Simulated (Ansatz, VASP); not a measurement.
**Ge2Pd in VASP and in Ansatz**

The input INCAR:

```
  PREC = Accurate
  ENCUT = 520
  EDIFF = 1E-6
  ISMEAR = 0
  SIGMA = 0.1
  LREAL = F
  LASPH = T
  NELM = 80
  ALGO = Normal
  ISIF = 2
  LWAVE = F
  LCHARG = F
  GGA = PE
  NBANDS = 26
```

File KPOINTS:

```
Automatic mesh
0
Gamma
  6 6 6
```

POSCAR

```
Ge2Pd
1.0
    1.7004901696      0.9817784572      5.1359153194
   -1.7004901696      0.9817784572      5.1359153194
    0.0000000000     -1.9635569143      5.1359153194
Ge Pd
2 1
Direct
    0.7500000000      0.7500000000      0.7500000000
    0.2500000000      0.2500000000      0.2500000000
    0.0000000000      0.0000000000      0.0000000000
```

Input for Ansatz:

```yaml
crystal:
  lattice:
    - [1.7004901696, 0.9817784572, 5.1359153194]
    - [-1.7004901696, 0.9817784572, 5.1359153194]
    - [0.0, -1.9635569143, 5.1359153194]
  atoms:
    - { symbol: Ge, position: [0.75, 0.75, 0.75] }
    - { symbol: Ge, position: [0.25, 0.25, 0.25] }
    - { symbol: Pd, position: [0.0, 0.0, 0.0] }
basis:
  ecutwfc: 420
kpoints:
  mp_grid: { grid: [6, 6, 6] }
hamiltonian:
  xc: pbe
scf:
  occupations: { method: gaussian, width: 0.1 }
  lower_state_search: "off"
output:
  forces: true
  stress: true
  eigenvalues: true
```

Alike in both runs: task single point; functional PBE; k mesh 6 × 6 × 6; occupations gaussian, width 0.1 eV; no spin polarisation.

|  | VASP | Ansatz |
| --- | --- | --- |
| version | VASP 6.6.1 | Ansatz 0.2.0 |
| potentials or method | VASP PAW PBE potentials, release 64 (Ge_d, Pd), cutoff 520 eV | scalar-relativistic, plane waves, PAW |
| valence electrons in the cell | 38 | 46 |

VASP gave:

| Property | Result |
| --- | --- |
| gap on the k mesh at the Fermi level (eV) | none |
| rms of the force components (eV/Å) | 1.777 |

Q: Estimate Ansatz's values.

A: gap on the k mesh at the Fermi level (eV): none; rms of the force components (eV/Å): 1.755.

Atom by atom the forces differ by 0.022 eV/Å (rms over components). A gap of «none» marks a metal or a gap that the smearing closes. With one functional, cell and mesh, what is left measures potentials, basis and numerics. VASP's potentials hold 38 valence electrons a cell and Ansatz's 46, so a difference there can come from the potentials and not from the codes.

The k mesh is coarse, so the values compare programs but aren't converged.
